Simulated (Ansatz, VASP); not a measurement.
ReSbN: VASP beside Ansatz

```
Re Sb N
1.0
     3.43212    0.00000    0.00000
     0.00000    3.43212    0.00000
     0.00000    0.00000    8.50670
Re Sb N
2 2 2
Direct
  0.00000 0.50000 0.87324
  0.50000 0.00000 0.12676
  0.00000 0.50000 0.33346
  0.50000 0.00000 0.66654
  0.00000 0.00000 0.00000
  0.50000 0.50000 0.00000
```

Alike in both runs: functional PBE; k mesh 7 × 7 × 3; occupations fermi-dirac, width 0.05 eV; no spin polarisation.

|  | VASP | Ansatz |
| --- | --- | --- |
| version | VASP 6.6.1 | Ansatz 0.2.0 |
| potentials or method | VASP PAW PBE potentials, release 64 (Re, Sb, N) | Ansatz PAW |
| plane-wave cutoff (eV) | 520 | 420 |
| valence electrons in the cell | 34 | 70 |
| task | single point | band structure |

|  | VASP | Ansatz | Ansatz less VASP |
| --- | --- | --- | --- |
| gap on the k mesh at the Fermi level (eV) | none | none | - |
| pressure (GPa) | 1.7 | 0.3 | -1.43 |
| traceless stress, the component that is largest in VASP (GPa) | 1.24 | 1.36 | +0.118 |
| rms of the force components (eV/Å) | 0.125 | 0.024 | -0.1013 |

Atom by atom the forces differ by 0.126 eV/Å (rms over components). A gap of «none» marks a metal or a gap that the smearing closes. One of these differences is far larger than is usual between the two programs; its cause wasn't traced. With one functional, cell and mesh, what is left measures potentials, basis and numerics. VASP's potentials hold 34 valence electrons a cell and Ansatz's 70, so a difference there can come from the potentials and not from the codes.

Spin-orbit coupling is off throughout.
